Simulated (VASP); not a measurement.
# W (Fm-3m) in VASP: notebook

W is run at these levels: LDA, RPBE; tasks: single point.

All numbers are computed with VASP 6.6.1; they aren't measurements. Logs are shortened: lines on timing, memory, paths and dates and some standing lists are left out, and cuts for length are marked.

### 1 The cell of the first run

The structure is cubic, space group Fm-3m (No. 225). The conventional cell has a = 3.974 Å, b = 3.974 Å, c = 3.974 Å, α = 90.00°, β = 90.00°, γ = 90.00°. Within 3.7 Å of W (site symmetry m-3m) lie 12 W at 2.81 Å.

### 2 Single point, LDA

The input, INCAR:

```
SYSTEM = W
PREC     = Accurate       ! precision mode
ENCUT    = 520            ! plane-wave cutoff, eV
EDIFF    = 1E-6           ! SCF threshold, eV
ISMEAR   = 1              ! smearing method
SIGMA    = 0.05           ! smearing width, eV
LREAL    = .FALSE.        ! projectors in reciprocal space
LASPH    = .TRUE.         ! aspherical terms in the spheres
NELM     = 100            ! most SCF steps
ALGO     = Normal         ! electronic algorithm
ISIF     = 2              ! what is computed and relaxed
LWAVE    = .FALSE.        ! write WAVECAR
LCHARG   = .FALSE.        ! write CHGCAR
NBANDS   = 13             ! bands
```

The input, KPOINTS:

```
Automatic mesh
0
G
  13 13 13
  0 0 0
```

The input, POSCAR:

```
W
1.0
    0.0000000000      1.9867549477      1.9867549477
    1.9867549477      0.0000000000      1.9867549477
    1.9867549477      1.9867549477      0.0000000000
W
1
Direct
    0.0000000000      0.0000000000      0.0000000000
```

Potentials or basis: VASP PAW LDA potentials, release 64 (W_sv).

The run is started by

```console
> cat potpaw_LDA.64/W_sv/POTCAR > POTCAR
> mpirun -np 1 vasp_std > vasp.out
```

OUTCAR:

```text
SYSTEM = W
   PREC = Accurate
   ENCUT = 520
   EDIFF = 1E-6
   ISMEAR = 1
   LREAL = .FALSE.
   LASPH = .TRUE.
   NELM = 100
   ISIF = 2

 ion  position               nearest neighbor table
   1  0.000  0.000  0.000-

  LATTYP: Found a face centered cubic cell.
 ALAT       =     3.9735098954

  Lattice vectors:

 A1 = (   0.0000000000,   1.9867549477,   1.9867549477)
 A2 = (   1.9867549477,   0.0000000000,   1.9867549477)
 A3 = (   1.9867549477,   1.9867549477,   0.0000000000)

Analysis of symmetry for initial positions (statically):
=====================================================================
 Subroutine PRICEL returns:
 Original cell was already a primitive cell.

 Routine SETGRP: Setting up the symmetry group for a
 face centered cubic supercell.

 Subroutine GETGRP returns: Found 48 space group operations
 (whereof 48 operations were pure point group operations)
 out of a pool of 48 trial point group operations.

The static configuration has the point symmetry O_h .

Analysis of symmetry for dynamics (positions and initial velocities):
=====================================================================
 Subroutine PRICEL returns:
 Original cell was already a primitive cell.

 Routine SETGRP: Setting up the symmetry group for a
 face centered cubic supercell.

 Subroutine GETGRP returns: Found 48 space group operations
 (whereof 48 operations were pure point group operations)
 out of a pool of 48 trial point group operations.

The dynamic configuration has the point symmetry O_h .

 Subroutine INISYM returns: Found 48 space group operations
 (whereof 48 operations are pure point group operations),
 and found     1 'primitive' translations

----------------------------------------------------------------------------------------

                                     Primitive cell

  volume of cell :      15.6842

  direct lattice vectors                    reciprocal lattice vectors
     0.000000000  1.986754948  1.986754948    -0.251666669  0.251666669  0.251666669
     1.986754948  0.000000000  1.986754948     0.251666669 -0.251666669  0.251666669
     1.986754948  1.986754948  0.000000000     0.251666669  0.251666669 -0.251666669

  length of vectors
     2.809695792  2.809695792  2.809695792     0.435899457  0.435899457  0.435899457

  position of ions in fractional coordinates (direct lattice)
     0.000000000  0.000000000  0.000000000

  ion indices of the primitive-cell ions
   primitive index   ion index
                 1           1

----------------------------------------------------------------------------------------

 KPOINTS: Automatic mesh

Automatic generation of k-mesh.
 Grid dimensions read from file:
 generate k-points for:   13   13   13

 Generating k-lattice:

  Cartesian coordinates                     Fractional coordinates (reciprocal lattice)
    -0.019358975  0.019358975  0.019358975     0.076923077  0.000000000  0.000000000
     0.019358975 -0.019358975  0.019358975     0.000000000  0.076923077  0.000000000
     0.019358975  0.019358975 -0.019358975     0.000000000  0.000000000  0.076923077

  Length of vectors
     0.033530727  0.033530727  0.033530727

  Shift w.r.t. Gamma in fractional coordinates (k-lattice)
     0.000000000  0.000000000  0.000000000

 Subroutine IBZKPT returns following result:
 ===========================================

 Found     84 irreducible k-points:

 Following reciprocal coordinates:
            Coordinates               Weight
  0.000000  0.000000  0.000000      1.000000
  0.076923  0.000000  0.000000      8.000000
  0.153846  0.000000  0.000000      8.000000
  0.230769  0.000000  0.000000      8.000000
  0.307692  0.000000  0.000000      8.000000
  0.384615  0.000000  0.000000      8.000000
[... 16 lines left out ...]
  0.384615  0.153846  0.000000     24.000000
  0.461538  0.153846  0.000000     24.000000
 [... further k-points ...]
   k-points           NKPTS =     84   k-points in BZ     NKDIM =     84   number of bands    NBANDS=     13
   number of dos      NEDOS =    301   number of ions     NIONS =      1
   total plane-waves  NPLWV =  13824
   dimension x,y,z NGX =    24 NGY =   24 NGZ =   24
   dimension x,y,z NGXF=    48 NGYF=   48 NGZF=   48
   ions per type =               1
   NGX,Y,Z   is equivalent  to a cutoff of  14.20, 14.20, 14.20 a.u.
   NGXF,Y,Z  is equivalent  to a cutoff of  28.40, 28.40, 28.40 a.u.
 SYSTEM =  W
   PREC   = accura    normal or accurate (medium, high low for compatibility)
   ISTART =      0    job   : 0-new  1-cont  2-samecut
   ICHARG =      2    charge: 1-file 2-atom 10-const
   ISPIN  =      1    spin polarized calculation?
   LNONCOLLINEAR =      F non collinear calculations
   LSORBIT =      F    spin-orbit coupling
   LASPH  =      T    aspherical Exc in radial PAW
   ENCUT  =  520.0 eV  38.22 Ry    6.18 a.u.   5.22  5.22  5.22*2*pi/ulx,y,z
   NELM   =    100;   NELMIN=  2; NELMDL= -5     # of ELM steps
   EDIFF  = 0.1E-05   stopping-criterion for ELM
   LREAL  =      F    real-space projection
   EDIFFG = 0.1E-04   stopping-criterion for IOM
   NSW    =      0    number of steps for IOM
   IBRION =     -1    ionic relax: 0-MD 1-quasi-New 2-CG
   NFREE  =      0    steps in history (QN), initial steepest desc. (CG)
   ISIF   =      2    stress and relaxation
   ISYM   =      2    0-nonsym 1-usesym 2-fastsym
   POTIM  = 0.5000    time-step for ionic-motion
   TEBEG  =    0.0;   TEEND  =   0.0 temperature during run
   PSTRESS=    0.0 pullay stress
   NELECT =      14.0000    total number of electrons
   NUPDOWN=      -1.0000    fix difference up-down
   EMIN   =  10.00;   EMAX   =-10.00  energy-range for DOS
   EFERMI =   0.00;   METHOD = LEGACY
   ISMEAR =     1;   SIGMA  =   0.05  broadening in eV -4-tet -1-fermi 0-gaus
   EFERMI_NEDOS =   21; number of points for ismear=-14 and -15
   IALGO  =     38    algorithm
   IMIX   =      4    mixing-type and parameters
     AMIX     =   0.40;   BMIX     =  1.00
     AMIX_MAG =   1.60;   BMIX_MAG =  1.00
  volume/ion in A,a.u.               =      15.68       105.84
  Fermi-wavevector in a.u.,A,eV,Ry     =   1.576267  2.978713 33.805290  2.484619
  Thomas-Fermi vector in A             =   2.677126
   LORBIT       =      0    0 simple, 1 ext, 2 COOP (PROOUT), +10 PAW based schemes
   GGA     = CA    functional components
   LHFCALC =     F    Hartree Fock is set to
   AEXX    =    0.0000 exact exchange contribution
   IVDW    =     0    specifies the selected vdW correction
   LEPSILON=     F    determine dielectric tensor
   LRPA    =     F    only Hartree local field effects (RPA)
 non-spin polarized calculation
 Methfessel and Paxton  Order N= 1 SIGMA  =   0.05
  energy-cutoff  :      520.00
  volume of cell :       15.68
 maximum number of plane-waves:       440
 NGX is ok and might be reduce to    24
   NGX = 11   NGY = 11   NGZ = 11

 number of electron      13.9999999 magnetization

 Free energy of the ion-electron system (eV)
  ---------------------------------------------------
  ext. energy  EPLUGINS =         0.00000000
  ---------------------------------------------------
  free energy    TOTEN  =       -13.60111215 eV

  energy without entropy =      -13.60070279  energy(sigma->0) =      -13.60097570

 E-fermi :  10.9622     XC(G=0): -13.8780

 val. band max:       10.9576100092   @ k =   0.4615   0.1538   0.0769
 cond. band min:      10.9639688650   @ k =   0.2308   0.1538   0.0769
 fundamental gap:      0.0063588558
 Fermi energy:        10.9622149419

 k-point     1 :       0.0000    0.0000    0.0000
  band No.  band energies     occupation
      1     -62.1501      2.00000
      2     -25.9631      2.00000
      3     -25.9631      2.00000
      4     -25.9631      2.00000
      5       1.8612      2.00000
      6      10.3493      2.00000
      7      10.3493      2.00000
      8      10.3493      2.00000
      9      13.6470      0.00000
     10      13.6470      0.00000
     11      23.9184      0.00000
     12      29.2980      0.00000
     13      29.2980      0.00000

 k-point     2 :       0.0769    0.0000    0.0000
  band No.  band energies     occupation
      1     -62.1425      2.00000
      2     -26.0470      2.00000
      3     -25.9736      2.00000
      4     -25.9736      2.00000
      5       2.1358      2.00000
      6      10.1428      2.00000
      7      10.4760      2.00000
      8      10.4760      2.00000
      9      13.5298      0.00000
     10      13.5298      0.00000
     11      24.4636      0.00000
     12      28.2520      0.00000
     13      29.8140      0.00000

 k-point     3 :       0.1538    0.0000    0.0000
  band No.  band energies     occupation
      1     -62.1213      2.00000
      2     -26.2752      2.00000
      3     -26.0027      2.00000
      4     -26.0027      2.00000
      5       2.8946      2.00000
      6       9.6894      2.00000
      7      10.7495      2.00000
      8      10.7495      2.00000
      9      13.3551      0.00000
     10      13.3551      0.00000
     11      25.5486      0.00000
     12      26.9201      0.00000
     13      31.2672      0.00000

 k-point     4 :       0.2308    0.0000    0.0000
  band No.  band energies     occupation
      1     -62.0912      2.00000
      2     -26.5868      2.00000
      3     -26.0434      2.00000
      4     -26.0434      2.00000
      5       3.9125      2.00000
      6       9.3736      2.00000
      7      10.8392      2.00275
      8      10.8392      2.00275
      9      13.5815      0.00000
     10      13.5815      0.00000
     11      24.5901      0.00000
     12      28.0991      0.00000
     13      33.4446      0.00000

 k-point     5 :       0.3077    0.0000    0.0000
  band No.  band energies     occupation
      1     -62.0592      2.00000
      2     -26.9056      2.00000
      3     -26.0862      2.00000
      4     -26.0862      2.00000
      5       4.7583      2.00000
      6       9.6625      2.00000
      7      10.6049      2.00000
      8      10.6049      2.00000
      9      14.4018      0.00000
     10      14.4018      0.00000
     11      23.3899      0.00000
     12      27.9729      0.00000
     13      34.5673      0.00000
[... 257 lines left out ...]
 k-point    22 :       0.3077    0.1538    0.0000
  band No.  band energies     occupation
      1     -62.0607      2.00000
      2     -26.7299      2.00000
      3     -26.1711      2.00000
      4     -26.1649      2.00000
      5       5.0197      2.00000
      6       8.4265      2.00000
      7      10.3359      2.00000
      8      11.6816     -0.00000
      9      13.4039      0.00000
     10      15.0256      0.00000
     11      25.8382      0.00000
     12      29.2833      0.00000
     13      31.3334      0.00000

 k-point    23 :       0.3846    0.1538    0.0000
  band No.  band energies     occupation
      1     -62.0329      2.00000
      2     -26.9768      2.00000
      3     -26.2310      2.00000
      4     -26.2043      2.00000
      5       5.7266      2.00000
      6       8.7331      2.00000
      7       9.8167      2.00000
      8      11.4399     -0.00000
      9      14.9613      0.00000
     10      15.8761      0.00000
     11      24.2594      0.00000
     12      27.4388      0.00000
     13      30.5671      0.00000

 k-point    24 :       0.4615    0.1538    0.0000
  band No.  band energies     occupation
      1     -62.0121      2.00000
      2     -27.1530      2.00000
      3     -26.2976      2.00000
      4     -26.2155      2.00000
      5       5.9799      2.00000
      6       9.0046      2.00000
      7      10.1426      2.00000
      8      11.1366     -0.00001
      9      16.4254      0.00000
     10      16.6852      0.00000
     11      22.3317      0.00000
     12      26.0433      0.00000
     13      29.6841      0.00000

 [... further k-points ...]

------------------------ aborting loop because EDIFF is reached ----------------------------------------

  FORCE on cell =-STRESS in cart. coord.  units (eV):
  Direction    XX          YY          ZZ          XY          YZ          ZX
  --------------------------------------------------------------------------------------
  -------------------------------------------------------------------------------------
  Total        0.1725616      0.1725616      0.1725616     -0.0000000      0.0000000     -0.0000000
  in kB       17.6275447     17.6275447     17.6275447     -0.0000000      0.0000000     -0.0000000
  external PRESSURE =      17.6275447 kB  Pullay stress =       0.0000000 kB

 VOLUME and BASIS-vectors are now :
 -----------------------------------------------------------------------------
  energy-cutoff  :      520.00
  volume of cell :       15.68
      direct lattice vectors                 reciprocal lattice vectors
     0.000000000  1.986754948  1.986754948    -0.251666669  0.251666669  0.251666669
     1.986754948  0.000000000  1.986754948     0.251666669 -0.251666669  0.251666669
     1.986754948  1.986754948  0.000000000     0.251666669  0.251666669 -0.251666669

 POSITION                                       TOTAL-FORCE (eV/Angst)
 -----------------------------------------------------------------------------------
      0.00000      0.00000      0.00000        -0.000000     -0.000000      0.000000
 -----------------------------------------------------------------------------------
    total drift:                               -0.000000     -0.000000     -0.000000

  FREE ENERGIE OF THE ION-ELECTRON SYSTEM (eV)
  ---------------------------------------------------
  free  energy   TOTEN  =       -13.6011121527 eV

  energy  without entropy=      -13.6007027850  energy(sigma->0) =      -13.60097570
```

Wall time 6.8 s (1 thread of Intel Xeon Platinum 8559C (Emerald Rapids), shared host); peak memory 0.14 GiB.

Results:

```yaml
Free_energy: -13.6011 eV
Pressure: 1.8 GPa
Band_gap_on_the_k_mesh: zero (band 7 reaches 14.16 eV, above the bottom of band 8 at 10.35 eV)
```

Caveat: spin-orbit coupling is left out, which moves the levels of the heavy elements.

### 3 Single point, RPBE

This run uses another cell than the first one, of 16.67 Å³/atom, 1.063 times its volume.

The input, INCAR:

```
  ALGO = Normal
  EDIFF = 1E-6
  ENCUT = 520
  GGA = RP
  ISIF = 2
  ISMEAR = 1
  LASPH = True
  LCHARG = False
  LREAL = False
  LWAVE = False
  NBANDS = 13
  NELM = 60
  PREC = Accurate
  SIGMA = 0.05
```

The input, KPOINTS:

```
k-points
0
Gamma
  13 13 13
```

The input, POSCAR:

```
W
1.0
    0.0000000000      2.0275859741      2.0275859741
    2.0275859741      0.0000000000      2.0275859741
    2.0275859741      2.0275859741      0.0000000000
W
1
Direct
    0.0000000000      0.0000000000      0.0000000000
```

Potentials or basis: VASP PAW PBE potentials, release 64 (W_sv).

The run is started by

```console
> cat potpaw_PBE.64/W_sv/POTCAR > POTCAR
> mpirun -np 1 vasp_std > vasp.out
```

It took 7.8 s on 1 thread of Intel Xeon Platinum 8559C (Emerald Rapids), shared host; peak memory 0.14 GiB.

The run converged. Its results:

```yaml
Free_energy: -11.9160 eV
Pressure: 0.4 GPa
Band_gap_on_the_k_mesh: zero (band 7 reaches 13.02 eV, above the bottom of band 8 at 9.83 eV)
```

Levels at points of the mesh, in eV from the Fermi level:
```csv
k point,band 3,band 4,band 5,band 6,band 7,band 8,band 9,band 10,band 11,band 12
"(0.00, 0.00, 0.00)",-37.40,-37.40,-8.93,-0.55,-0.55,-0.55,2.51,2.51,12.71,17.87
```

Caveat: the PAW data sets were made with another functional, which shifts forces and pressure a little; spin-orbit coupling is left out, which moves the levels of the heavy elements.
